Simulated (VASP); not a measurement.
Here is a VASP 6.6.1 calculation.

Contents of INCAR:

```
PREC = Accurate ; ENCUT = 520
EDIFF = 1E-6 ; ISMEAR = 0
SIGMA = 0.1 ; LREAL = False
LASPH = True ; NELM = 150
ALGO = Normal ; ISIF = 2
LWAVE = False ; LCHARG = False
ISPIN = 2 ; MAGMOM = 0.83 0 0 0
LORBIT = 11 ; LMAXMIX = 4
GGA = PE ; NBANDS = 22
```

KPOINTS

```
regular mesh
0
Gamma
  10 10 10
```

File POSCAR:

```
TiH2Cl
1.0
    3.6633893158      0.0000000000      0.0000000000
    0.0000000000      3.6633893158      0.0000000000
    0.0000000000      0.0000000000      4.7105075541
Ti H Cl
1 2 1
Direct
    0.0000000000      0.0000000000      0.0000000000
    0.5000000000      0.0000000000      0.0000000000
    0.0000000000      0.5000000000      0.0000000000
    0.0000000000      0.0000000000      0.5000000000
```

Potentials or basis: VASP PAW PBE potentials, release 64 (Ti_sv, H, Cl).

Launch:

```sh
$ cat potpaw_PBE.64/Ti_sv/POTCAR potpaw_PBE.64/H/POTCAR potpaw_PBE.64/Cl/POTCAR > POTCAR
$ mpirun -np 1 vasp_std > vasp.out
```

Question: Estimate the net moment.

Answer: 0.99 μB per cell.

Question: What does it give for the site moments?

Answer: Ti +0.81; H -0.01; Cl -0.03 μB.

Question: What does it give for the band gap on the k mesh?

Answer: Zero (filled and empty bands overlap).

Question: What does it give for the pressure?

Answer: 0.0 GPa.
